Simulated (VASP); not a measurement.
Here is a VASP 6.6.1 calculation.

The input INCAR:

```
ALGO     = Normal         # electronic algorithm
EDIFF    = 1E-7           # SCF threshold, eV
EDIFFG   = -0.01          # ionic threshold
ENCUT    = 500            # plane-wave cutoff, eV
GGA_COMPAT= False        
IBRION   = 2              # ionic algorithm
ISIF     = 3              # what is computed and relaxed
ISMEAR   = 0              # smearing method
LASPH    = True           # aspherical terms in the spheres
LCHARG   = False          # write CHGCAR
LREAL    = False          # projectors in reciprocal space
LWAVE    = False          # write WAVECAR
NELM     = 120            # most SCF steps
NELMIN   = 4            
NSW      = 80             # ionic steps
PREC     = Accurate       # precision mode
SIGMA    = 0.05           # smearing width, eV
```

Contents of KPOINTS:

```
k-points
0
Gamma
  7 7 7
```

The input POSCAR:

```
Na
1.0
   -2.1410000000      2.1410000000      2.1410000000
    2.1410000000     -2.1410000000      2.1410000000
    2.1410000000      2.1410000000     -2.1410000000
Na
1
Direct
    0.0000000000      0.0000000000      0.0000000000
```

Potentials or basis: VASP PAW LDA potentials, release 64 (Na_pv).

Command:

```console
$ cat potpaw_LDA.64/Na_pv/POTCAR > POTCAR
$ mpirun -np 1 vasp_std > vasp.out
```

Task: Predict the space group after relaxing (to 0.05 Å).

Result: Im-3m (No. 229).

Task: Estimate the relaxed volume.

Result: 33.22 Å³/atom.

Step by step:
| step | energy change (eV) | largest force (eV/Å) | pressure (GPa) | volume (Å³) |
| --- | --- | --- | --- | --- |
| 1 | 0.0000 | 0.0000 | -1.14 | 39.26 |
| 2 | -0.0102 | 0.0000 | -0.94 | 37.68 |
| 3 | -0.0241 | 0.0000 | 0.01 | 33.22 |

Caveat: the volume moved by over 15 % at a fixed basis, so the end points are rough; the volume moved by -15 % from the deposited cell, more than functionals usually miss. LDA usually gives volumes a few per cent too small.
